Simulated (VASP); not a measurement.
Input of a VASP 6.6.1 run:

INCAR

```
SYSTEM = ScTaN
  ALGO = Normal
  EDIFF = 1E-6
  ENCUT = 520
  GGA = PS
  ISIF = 2
  ISMEAR = -1
  LASPH = .True.
  LCHARG = .False.
  LREAL = .False.
  LWAVE = .False.
  NBANDS = 36
  NELM = 60
  PREC = Accurate
  SIGMA = 0.05
```

KPOINTS

```
k-points
0
Gamma
  10 10 3
  0 0 0
```

Contents of POSCAR:

```
ScTaN
1.0
    3.0522287032      0.0000000000      0.0000000000
   -1.5261143516      2.6433075951      0.0000000000
    0.0000000000      0.0000000000     10.2104619481
Ta Sc N
2 2 2
Direct
    0.3333333333      0.6666666667      0.2457016003
    0.6666666667      0.3333333333      0.7542983997
    0.0000000000      0.0000000000      0.0000000000
    0.0000000000      0.0000000000      0.5000000000
    0.3333333333      0.6666666667      0.6299129096
    0.6666666667      0.3333333333      0.3700870904
```

Potentials or basis: VASP PAW PBE potentials, release 64 (Ta_pv, Sc_sv, N).

Launch:

```bash
$ cat potpaw_PBE.64/Ta_pv/POTCAR potpaw_PBE.64/Sc_sv/POTCAR potpaw_PBE.64/N/POTCAR > POTCAR
$ mpirun -np 1 vasp_std > vasp.out
```

Task: Predict the band gap on the k mesh.

Result: Zero (band 27 reaches 6.96 eV, above the bottom of band 28 at 6.17 eV).

Task: Predict the largest force.

Result: 0.040 eV/Å.

Task: Predict the pressure.

Result: 0.7 GPa.

Forces in eV/Å, atoms in the order of the input:
```
Ta   0.000  0.000 -0.040
Ta   0.000  0.000  0.040
Sc   0.000  0.000  0.000
Sc   0.000  0.000  0.000
N    0.000  0.000  0.020
N    0.000  0.000 -0.020
```

Caveat: the PAW data sets were made with another functional, which shifts forces and pressure a little; spin-orbit coupling is left out, which moves the levels of the heavy elements.
